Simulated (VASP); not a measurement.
# BaTiO3 (Cmm2) in VASP: a series of runs

The runs below take BaTiO3 through single point, with PBE.

Everything below comes from runs of VASP 6.6.1. Logs are shortened: lines on timing, memory, paths and dates and some standing lists are left out, and cuts for length are marked.

## (1) The cell of the first run

Symmetry: Cmm2, No. 35, orthorhombic system. Conventional cell: a = 5.543 Å, b = 5.770 Å, c = 4.018 Å, α = 90.00°, β = 90.00°, γ = 90.00°. Ba (site symmetry mm2) has 12 O at 2.77 to 2.89 Å and 8 Ti at 3.40 to 3.54 Å within 3.7 Å. Within 2.5 Å of Ti (site symmetry mm2) lie 6 O at 1.89 to 2.13 Å. O (site symmetry 2) has 2 Ti at 2.00 Å within 2.7 Å. O (site symmetry mm2) has 2 Ti at 1.89 to 2.13 Å within 2.5 Å.

## (2) Single point, PBE

The input, INCAR:

```
SYSTEM = BaTiO3
  PREC = Accurate
  ENCUT = 520
  EDIFF = 1E-7
  ISMEAR = -1
  SIGMA = 0.05
  LREAL = .FALSE.
  LASPH = .TRUE.
  NELM = 80
  ALGO = Normal
  ISIF = 2
  LWAVE = .FALSE.
  LCHARG = .FALSE.
  GGA = PE
  NBANDS = 28
```

The input, KPOINTS:

```
regular mesh
0
G
  5 5 5
  0 0 0
```

The input, POSCAR:

```
BaTiO3
1.0
    3.9998000000     -0.0799960000      0.0000000000
   -0.0799960000      3.9998000000      0.0000000000
    0.0000000000      0.0000000000      4.0180000000
Ba Ti O
1 1 3
Direct
    0.0000000000      0.0000000000      0.0000000000
    0.5000000000      0.5000000000      0.4900000000
    0.0000000000      0.5000000000      0.5170000000
    0.5000000000      0.0000000000      0.5170000000
    0.5000000000      0.5000000000      0.0190000000
```

Potentials or basis: VASP PAW PBE potentials, release 64 (Ba_sv, Ti_sv, O).

Launch:

```console
cat potpaw_PBE.64/Ba_sv/POTCAR potpaw_PBE.64/Ti_sv/POTCAR potpaw_PBE.64/O/POTCAR > POTCAR
mpirun -np 1 vasp_std > vasp.out
```

OUTCAR:

```text
SYSTEM = BaTiO3
   PREC = Accurate
   ENCUT = 520
   EDIFF = 1E-7
   ISMEAR = -1
   LREAL = .FALSE.
   LASPH = .TRUE.
   NELM = 80
   ISIF = 2
   GGA = PE

 ion  position               nearest neighbor table
   1  0.000  0.000  0.000-   5 2.77   5 2.77   3 2.79   3 2.79   4 2.79   4 2.79   4 2.88   4 2.88
                             3 2.88   3 2.88   5 2.89   5 2.89   2 3.40   2 3.40   2 3.45   2 3.45
   2  0.500  0.500  0.490-   5 1.89   4 2.00   3 2.00   4 2.00   3 2.00   5 2.13   1 3.40   1 3.40
                             1 3.45   1 3.45   1 3.49   1 3.49   1 3.54   1 3.54
   3  0.000  0.500  0.517-   2 2.00   2 2.00   1 2.79   1 2.79   1 2.88   1 2.88
   4  0.500  0.000  0.517-   2 2.00   2 2.00   1 2.79   1 2.79   1 2.88   1 2.88
   5  0.500  0.500  0.019-   2 1.89   2 2.13   1 2.77   1 2.77   1 2.89   1 2.89

  LATTYP: Found a base centered orthorhombic cell.
 ALAT       =     5.5434399786
 B/A-ratio  =     1.0408163265
 C/A-ratio  =     0.7248206918

  Lattice vectors:

 A1 = (   3.9998000000,  -0.0799960000,   0.0000000000)
 A2 = (  -0.0799960000,   3.9998000000,   0.0000000000)
 A3 = (   0.0000000000,   0.0000000000,   4.0180000000)

Analysis of symmetry for initial positions (statically):
=====================================================================
 Subroutine PRICEL returns:
 Original cell was already a primitive cell.

 Routine SETGRP: Setting up the symmetry group for a
 base centered orthorhombic supercell.

 Subroutine GETGRP returns: Found  4 space group operations
 (whereof  4 operations were pure point group operations)
 out of a pool of  8 trial point group operations.

The static configuration has the point symmetry C_2v.

Analysis of symmetry for dynamics (positions and initial velocities):
=====================================================================
 Subroutine PRICEL returns:
 Original cell was already a primitive cell.

 Routine SETGRP: Setting up the symmetry group for a
 base centered orthorhombic supercell.

 Subroutine GETGRP returns: Found  4 space group operations
 (whereof  4 operations were pure point group operations)
 out of a pool of  8 trial point group operations.

The dynamic configuration has the point symmetry C_2v.

 Subroutine INISYM returns: Found  4 space group operations
 (whereof  4 operations are pure point group operations),
 and found     1 'primitive' translations

----------------------------------------------------------------------------------------

                                     Primitive cell
[... 94 lines left out ...]
   LASPH  =      T    aspherical Exc in radial PAW
   ENCUT  =  520.0 eV  38.22 Ry    6.18 a.u.   7.44  7.44  7.47*2*pi/ulx,y,z
   NELM   =     80;   NELMIN=  2; NELMDL= -5     # of ELM steps
   EDIFF  = 0.1E-06   stopping-criterion for ELM
   LREAL  =      F    real-space projection
   EDIFFG = 0.1E-05   stopping-criterion for IOM
   NSW    =      0    number of steps for IOM
   IBRION =     -1    ionic relax: 0-MD 1-quasi-New 2-CG
   NFREE  =      0    steps in history (QN), initial steepest desc. (CG)
   ISIF   =      2    stress and relaxation
   ISYM   =      2    0-nonsym 1-usesym 2-fastsym
   POTIM  = 0.5000    time-step for ionic-motion
   TEBEG  =    0.0;   TEEND  =   0.0 temperature during run
   PSTRESS=    0.0 pullay stress
   NELECT =      40.0000    total number of electrons
   NUPDOWN=      -1.0000    fix difference up-down
   EMIN   =  10.00;   EMAX   =-10.00  energy-range for DOS
   EFERMI =   0.00;   METHOD = LEGACY
   ISMEAR =    -1;   SIGMA  =   0.05  broadening in eV -4-tet -1-fermi 0-gaus
   EFERMI_NEDOS =   21; number of points for ismear=-14 and -15
   IALGO  =     38    algorithm
   IMIX   =      4    mixing-type and parameters
     AMIX     =   0.40;   BMIX     =  1.00
     AMIX_MAG =   1.60;   BMIX_MAG =  1.00
  volume/ion in A,a.u.               =      12.85        86.72
  Fermi-wavevector in a.u.,A,eV,Ry     =   1.397839  2.641533 26.585168  1.953955
  Thomas-Fermi vector in A             =   2.521056
   LORBIT       =      0    0 simple, 1 ext, 2 COOP (PROOUT), +10 PAW based schemes
   GGA     = PE    functional components
   LHFCALC =     F    Hartree Fock is set to
   AEXX    =    0.0000 exact exchange contribution
   IVDW    =     0    specifies the selected vdW correction
   LEPSILON=     F    determine dielectric tensor
   LRPA    =     F    only Hartree local field effects (RPA)
 non-spin polarized calculation
  energy-cutoff  :      520.00
  volume of cell :       64.26
 maximum number of plane-waves:      1763
 NGX is ok and might be reduce to    30
   NGX = 15   NGY = 15   NGZ = 15

 number of electron      39.9999973 magnetization

 Free energy of the ion-electron system (eV)
  ---------------------------------------------------
  ext. energy  EPLUGINS =         0.00000000
  ---------------------------------------------------
  free energy    TOTEN  =       -39.93982602 eV

  energy without entropy =      -39.93982602  energy(sigma->0) =      -39.93982602

 E-fermi :   4.7176     XC(G=0): -11.2439

 val. band max:        3.7181839792   @ k =  -0.4000   0.4000   0.4000
 cond. band min:       5.6069805098   @ k =   0.0000   0.0000   0.0000
 fundamental gap:      1.8887965306
 Fermi energy:         4.7175549967

 k-point     1 :       0.0000    0.0000    0.0000
  band No.  band energies     occupation
      1     -52.7544      2.00000
      2     -28.9960      2.00000
      3     -28.9826      2.00000
      4     -28.9480      2.00000
      5     -21.0091      2.00000
      6     -13.0721      2.00000
[... 733 lines left out ...]
     27      12.1119      0.00000
     28      12.3803      0.00000

 [... further k-points ...]
[... 5 lines left out ...]
  --------------------------------------------------------------------------------------
  -------------------------------------------------------------------------------------
  Total        1.6448151      1.6448151      1.9797996      2.0194367      0.0000000      0.0000000
  in kB       41.0123761     41.0123761     49.3649932     50.3533192      0.0000000      0.0000000
  external PRESSURE =      43.7965818 kB  Pullay stress =       0.0000000 kB

 VOLUME and BASIS-vectors are now :
 -----------------------------------------------------------------------------
  energy-cutoff  :      520.00
  volume of cell :       64.26
      direct lattice vectors                 reciprocal lattice vectors
     3.999800000 -0.079996000  0.000000000     0.250112546  0.005002251  0.000000000
    -0.079996000  3.999800000  0.000000000     0.005002251  0.250112546  0.000000000
     0.000000000  0.000000000  4.018000000     0.000000000  0.000000000  0.248880040

 POSITION                                       TOTAL-FORCE (eV/Angst)
 -----------------------------------------------------------------------------------
      0.00000      0.00000      0.00000         0.000000      0.000000      0.071868
      1.95990      1.95990      1.96882         0.000000      0.000000     -0.129908
     -0.04000      1.99990      2.07731         0.000000      0.000000     -0.111754
      1.99990     -0.04000      2.07731        -0.000000      0.000000     -0.111754
      1.95990      1.95990      0.07634         0.000000      0.000000      0.281548
 -----------------------------------------------------------------------------------
    total drift:                               -0.000001     -0.000001      0.000126

  FREE ENERGIE OF THE ION-ELECTRON SYSTEM (eV)
  ---------------------------------------------------
  free  energy   TOTEN  =       -39.9398260230 eV

  energy  without entropy=      -39.9398260219  energy(sigma->0) =      -39.93982602
```

Run time: 46 s. Hardware: 1 thread of Intel Xeon Platinum 8259CL at 2.50GHz (Skylake/Cascade Lake), shared host; peak memory 0.2 GiB.

Results:

```yaml
Free_energy: -39.9398 eV
Pressure: 4.4 GPa
Largest_force: 0.282 eV/Å
Band_gap_on_the_k_mesh: 1.89 eV, indirect (least direct gap 1.90 eV)
```

Forces in eV/Å, atoms in the order of the input:
```
Ba   0.000  0.000  0.072
Ti   0.000  0.000 -0.130
O    0.000  0.000 -0.112
O    0.000  0.000 -0.112
O    0.000  0.000  0.282
```

Levels at points of the mesh, in eV from the valence-band top:
```tsv
k point	band 17	band 18	band 19	band 20	band 21	band 22	band 23	band 24
(0.00, 0.00, 0.00)	-0.99	-0.28	-0.18	-0.01	1.89	2.05	2.18	4.09
```

Caveat: spin-orbit coupling is left out, which moves the levels of the heavy elements. Expect the measured gap to be larger: semilocal functionals such as PBE lack the derivative discontinuity.

## (3) Single point, PBE

The input, INCAR:

```
SYSTEM = BaTiO3
  PREC = Accurate
  ENCUT = 520
  EDIFF = 1E-6
  ISMEAR = -1
  SIGMA = 0.05
  LREAL = .False.
  LASPH = .True.
  NELM = 80
  ALGO = Normal
  ISIF = 2
  LWAVE = .False.
  LCHARG = .False.
  GGA = PE
  NBANDS = 28
```

The input, KPOINTS:

```
regular mesh
0
Gamma
  5 5 5
  0 0 0
```

Edit POSCAR of step 2 so:

```diff
@@ -2,4 +2,4 @@
 1.0
-    3.9998000000     -0.0799960000      0.0000000000
-   -0.0799960000      3.9998000000      0.0000000000
+    3.9998000000      0.0799960000      0.0000000000
+    0.0799960000      3.9998000000      0.0000000000
     0.0000000000      0.0000000000      4.0180000000
```

Potentials or basis: VASP PAW PBE potentials, release 64 (Ba_sv, Ti_sv, O).

Launch:

```console
cat potpaw_PBE.64/Ba_sv/POTCAR potpaw_PBE.64/Ti_sv/POTCAR potpaw_PBE.64/O/POTCAR > POTCAR
mpirun -np 1 vasp_std > vasp.out
```

OUTCAR:

```text
SYSTEM = BaTiO3
   PREC = Accurate
   ENCUT = 520
   EDIFF = 1E-6
   ISMEAR = -1
   LREAL = .False.
   LASPH = .True.
   NELM = 80
   ISIF = 2
   GGA = PE

 ion  position               nearest neighbor table
   1  0.000  0.000  0.000-   5 2.77   5 2.77   3 2.79   3 2.79   4 2.79   4 2.79   4 2.88   4 2.88
                             3 2.88   3 2.88   5 2.89   5 2.89   2 3.40   2 3.40   2 3.45   2 3.45
   2  0.500  0.500  0.490-   5 1.89   4 2.00   3 2.00   4 2.00   3 2.00   5 2.13   1 3.40   1 3.40
                             1 3.45   1 3.45   1 3.49   1 3.49   1 3.54   1 3.54
   3  0.000  0.500  0.517-   2 2.00   2 2.00   1 2.79   1 2.79   1 2.88   1 2.88
   4  0.500  0.000  0.517-   2 2.00   2 2.00   1 2.79   1 2.79   1 2.88   1 2.88
   5  0.500  0.500  0.019-   2 1.89   2 2.13   1 2.77   1 2.77   1 2.89   1 2.89

  LATTYP: Found a base centered orthorhombic cell.
 ALAT       =     5.5434399786
 B/A-ratio  =     1.0408163265
 C/A-ratio  =     0.7248206918

  Lattice vectors:

 A1 = (  -0.0799960000,  -3.9998000000,   0.0000000000)
 A2 = (   3.9998000000,   0.0799960000,   0.0000000000)
 A3 = (   0.0000000000,   0.0000000000,   4.0180000000)

Analysis of symmetry for initial positions (statically):
=====================================================================
 Subroutine PRICEL returns:
 Original cell was already a primitive cell.

 Routine SETGRP: Setting up the symmetry group for a
 base centered orthorhombic supercell.

 Subroutine GETGRP returns: Found  4 space group operations
 (whereof  4 operations were pure point group operations)
 out of a pool of  8 trial point group operations.

The static configuration has the point symmetry C_2v.

Analysis of symmetry for dynamics (positions and initial velocities):
=====================================================================
 Subroutine PRICEL returns:
 Original cell was already a primitive cell.

 Routine SETGRP: Setting up the symmetry group for a
 base centered orthorhombic supercell.

 Subroutine GETGRP returns: Found  4 space group operations
[... 125 lines left out ...]
   EFERMI_NEDOS =   21; number of points for ismear=-14 and -15
   IALGO  =     38    algorithm
   IMIX   =      4    mixing-type and parameters
     AMIX     =   0.40;   BMIX     =  1.00
     AMIX_MAG =   1.60;   BMIX_MAG =  1.00
  volume/ion in A,a.u.               =      12.85        86.72
  Fermi-wavevector in a.u.,A,eV,Ry     =   1.397839  2.641533 26.585168  1.953955
  Thomas-Fermi vector in A             =   2.521056
   LORBIT       =      0    0 simple, 1 ext, 2 COOP (PROOUT), +10 PAW based schemes
   GGA     = PE    functional components
   LHFCALC =     F    Hartree Fock is set to
   AEXX    =    0.0000 exact exchange contribution
   IVDW    =     0    specifies the selected vdW correction
   LEPSILON=     F    determine dielectric tensor
   LRPA    =     F    only Hartree local field effects (RPA)
 non-spin polarized calculation
  energy-cutoff  :      520.00
  volume of cell :       64.26
 maximum number of plane-waves:      1763
 NGX is ok and might be reduce to    30
   NGX = 15   NGY = 15   NGZ = 15

 number of electron      39.9999973 magnetization

 Free energy of the ion-electron system (eV)
  ---------------------------------------------------
  ext. energy  EPLUGINS =         0.00000000
  ---------------------------------------------------
  free energy    TOTEN  =       -39.93982606 eV

  energy without entropy =      -39.93982606  energy(sigma->0) =      -39.93982606

 E-fermi :   4.7189     XC(G=0): -11.2438

 val. band max:        3.7181988139   @ k =   0.4000   0.4000   0.4000
 cond. band min:       5.6073085075   @ k =   0.0000   0.0000   0.0000
 fundamental gap:      1.8891096936
 Fermi energy:         4.7189091144

 k-point     1 :       0.0000    0.0000    0.0000
  band No.  band energies     occupation
      1     -52.7539      2.00000
      2     -28.9956      2.00000
      3     -28.9821      2.00000
      4     -28.9475      2.00000
      5     -21.0092      2.00000
      6     -13.0721      2.00000
[... 733 lines left out ...]
     27      12.0060      0.00000
     28      12.3247      0.00000

 [... further k-points ...]
[... 5 lines left out ...]
  --------------------------------------------------------------------------------------
  -------------------------------------------------------------------------------------
  Total        1.6418341      1.6418341      1.9768208     -2.0193960      0.0000000      0.0000000
  in kB       40.9380477     40.9380477     49.2907188    -50.3523028      0.0000000      0.0000000
  external PRESSURE =      43.7222714 kB  Pullay stress =       0.0000000 kB

 VOLUME and BASIS-vectors are now :
 -----------------------------------------------------------------------------
  energy-cutoff  :      520.00
  volume of cell :       64.26
      direct lattice vectors                 reciprocal lattice vectors
     3.999800000  0.079996000  0.000000000     0.250112546 -0.005002251  0.000000000
     0.079996000  3.999800000  0.000000000    -0.005002251  0.250112546  0.000000000
     0.000000000  0.000000000  4.018000000     0.000000000  0.000000000  0.248880040

 POSITION                                       TOTAL-FORCE (eV/Angst)
 -----------------------------------------------------------------------------------
      0.00000      0.00000      0.00000         0.000000      0.000000      0.071800
      2.03990      2.03990      1.96882         0.000000      0.000000     -0.129802
      0.04000      1.99990      2.07731         0.000000      0.000000     -0.111836
      1.99990      0.04000      2.07731        -0.000000     -0.000000     -0.111836
      2.03990      2.03990      0.07634         0.000000      0.000000      0.281674
 -----------------------------------------------------------------------------------
    total drift:                                0.000001      0.000001      0.000501

  FREE ENERGIE OF THE ION-ELECTRON SYSTEM (eV)
  ---------------------------------------------------
  free  energy   TOTEN  =       -39.9398260594 eV

  energy  without entropy=      -39.9398260583  energy(sigma->0) =      -39.93982606
```

OSZICAR:

```text
N       E                     dE             d eps       ncg     rms          rms(c)
DAV:   1     0.444288692092E+03    0.44429E+03   -0.20767E+04  1512   0.155E+03
DAV:   2    -0.292834076070E+01   -0.44722E+03   -0.42523E+03  1704   0.434E+02
DAV:   3    -0.488250521798E+02   -0.45897E+02   -0.45488E+02  2136   0.137E+02
DAV:   4    -0.507993400773E+02   -0.19743E+01   -0.19697E+01  2244   0.249E+01
DAV:   5    -0.508633159377E+02   -0.63976E-01   -0.63969E-01  2036   0.334E+00    0.231E+01
DAV:   6    -0.401399442097E+02    0.10723E+02   -0.56268E+01  2184   0.667E+01    0.989E+00
DAV:   7    -0.401092092875E+02    0.30735E-01   -0.10363E+01  2032   0.235E+01    0.681E+00
DAV:   8    -0.399340077777E+02    0.17520E+00   -0.61670E-01  1820   0.703E+00    0.360E+00
DAV:   9    -0.399715523188E+02   -0.37545E-01   -0.37182E-01  2232   0.528E+00    0.164E+00
DAV:  10    -0.399434451930E+02    0.28107E-01   -0.17039E-01  1824   0.424E+00    0.533E-01
DAV:  11    -0.399399421378E+02    0.35031E-02   -0.13227E-02  1860   0.719E-01    0.139E-01
DAV:  12    -0.399398677320E+02    0.74406E-04   -0.89999E-04  1804   0.191E-01    0.504E-02
DAV:  13    -0.399398208577E+02    0.46874E-04   -0.20553E-04  1764   0.152E-01    0.182E-02
DAV:  14    -0.399398272776E+02   -0.64199E-05   -0.38126E-05  2120   0.444E-02    0.134E-02
DAV:  15    -0.399398269104E+02    0.36714E-06   -0.17909E-05  2068   0.404E-02    0.932E-03
DAV:  16    -0.399398260594E+02    0.85101E-06   -0.32356E-06  1232   0.193E-02
   1 F= -.39939826E+02 E0= -.39939826E+02  d E =-.111547E-08
```

It took 46 s on 1 thread of AMD EPYC 7R13 (Zen 3), shared host; peak memory 0.17 GiB.

Results:

```
Free energy            : -39.9398 eV
Pressure               : 4.4 GPa
Largest force          : 0.282 eV/Å
Band gap on the k mesh : 1.89 eV, indirect (least direct gap 1.90 eV)
```

Forces in eV/Å, atoms in the order of the input:
```
Ba   0.000  0.000  0.072
Ti   0.000  0.000 -0.130
O    0.000  0.000 -0.112
O    0.000  0.000 -0.112
O    0.000  0.000  0.282
```

Caveat: spin-orbit coupling is left out, which moves the levels of the heavy elements. A k mesh can miss the band edges.
